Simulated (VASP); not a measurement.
ZnCl3: single point with PBE

ZnCl3:

```
Zn Cl
1.0
     0.00000    3.70351    3.70351
     3.70351    0.00000    3.70351
     3.70351    3.70351    0.00000
Zn Cl
1 3
Direct
  0.00000 0.00000 0.00000
  0.25000 0.25000 0.25000
  0.75000 0.75000 0.75000
  0.50000 0.50000 0.50000
```

The cell was generated, and may not be a known phase.

```yaml
Program: VASP 6.6.1
Task: single point
Functional: PBE
Potentials_or_basis: VASP PAW PBE potentials, release 64 (Zn, Cl)
Cutoff: 520 eV
k_mesh: 4 × 4 × 4
Occupations: gaussian, width 0.1 eV
Spin: no spin polarisation
```

* Pressure: -5.5 GPa
* Band gap on the k mesh: zero (an odd number of electrons rules out a gap without spin polarisation)

Levels at points of the mesh, in eV from the Fermi level:
```csv
k point,band 13,band 14,band 15,band 16,band 17,band 18,band 19,band 20,band 21,band 22
"(0.00, 0.00, 0.00)",-1.79,-1.79,-0.47,-0.42,-0.42,-0.42,6.13,6.13,6.13,8.27
"(0.50, 0.00, 0.00)",-1.70,-1.53,-0.24,-0.03,-0.03,1.10,5.96,5.96,6.18,11.41
"(0.50, 0.50, 0.00)",-0.80,-0.80,-0.65,0.04,0.04,1.01,5.81,7.00,7.00,9.10
```

Wall time 13 s on 1 thread of Intel(R) Xeon(R) 6975P-C (Granite Rapids), on a shared host, peak memory 0.23 GiB.

Caveat: the k points lie up to 0.37 Å⁻¹ apart, too coarse for converged energies and pressures of a metal; an odd number of electrons without spin polarisation forces a metal; a magnetic or distorted state may lie lower.
